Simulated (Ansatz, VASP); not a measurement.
One calculation of Cu, two programs

File INCAR:

```
SYSTEM = Cu
ALGO     = Normal         ! electronic algorithm
EDIFF    = 1E-7           ! SCF threshold, eV
EDIFFG   = -0.04          ! ionic threshold
ENCUT    = 600            ! plane-wave cutoff, eV
GGA      = PS             ! functional
GGA_COMPAT= .False.      
IBRION   = 2              ! ionic algorithm
ISIF     = 3              ! what is computed and relaxed
ISMEAR   = 0              ! smearing method
LASPH    = .True.         ! aspherical terms in the spheres
LCHARG   = .False.        ! write CHGCAR
LREAL    = .False.        ! projectors in reciprocal space
LWAVE    = .False.        ! write WAVECAR
NELM     = 120            ! most SCF steps
NELMIN   = 4            
NSW      = 90             ! ionic steps
PREC     = Accurate       ! precision mode
SIGMA    = 0.1            ! smearing width, eV
```

KPOINTS

```
k-points
0
Gamma
  6 6 6
  0 0 0
```

POSCAR

```
Cu
1.0
    1.5501307534      0.8949684078      2.8745316323
   -1.5501307534      0.8949684078      2.8745316323
    0.0000000000     -1.7899368155      2.8745316323
Cu
2
Direct
    0.2275400000      0.2275400000      0.2275400000
    0.7724600000      0.7724600000      0.7724600000
```

Input for Ansatz:

```yaml
crystal:
  lattice:
    - [1.5501307534, 0.8949684078, 2.8745316323]
    - [-1.5501307534, 0.8949684078, 2.8745316323]
    - [0.0, -1.7899368155, 2.8745316323]
  atoms:
    - { symbol: Cu, position: [0.22754, 0.22754, 0.22754] }
    - { symbol: Cu, position: [0.77246, 0.77246, 0.77246] }
basis:
  ecutwfc: 420
kpoints:
  mp_grid: { grid: [6, 6, 6] }
hamiltonian:
  xc: pbesol
scf:
  occupations: { method: gaussian, width: 0.1 }
  lower_state_search: "off"
output:
  forces: true
  stress: true
  eigenvalues: true
relax:
  adjacent_minimum: "off"
  f_tol: 0.04
  max_steps: 70
  cell: { stress_tol: 0.4 }
```

Alike in both runs: task relaxation of cell and atoms; functional PBEsol; k mesh 6 × 6 × 6; occupations gaussian, width 0.1 eV; no spin polarisation.

|  | VASP | Ansatz |
| --- | --- | --- |
| version | VASP 6.6.1 | Ansatz 0.2.0 |
| potentials or method | VASP PAW PBE potentials, release 64 (Cu), cutoff 600 eV | scalar-relativistic, plane waves, PAW |
| valence electrons in the cell | 22 | 38 |

|  | VASP | Ansatz | Ansatz less VASP |
| --- | --- | --- | --- |
| gap on the k mesh at the Fermi level, each at its own relaxed structure (eV) | none | none | - |
| relaxed volume (Å³/atom) | 11.37 | 11.35 | -0.022 |
| relaxed cell length with the largest relative difference (Å) | 4.308 | 4.310 | +0.0022 |

VASP's potentials were made for PBE, not for PBEsol. A gap of «none» marks a metal or a gap that the smearing closes. VASP's potentials hold 22 valence electrons a cell and Ansatz's 38, so a difference there can come from the potentials and not from the codes.

The k mesh is coarse, so the values compare programs but aren't converged.
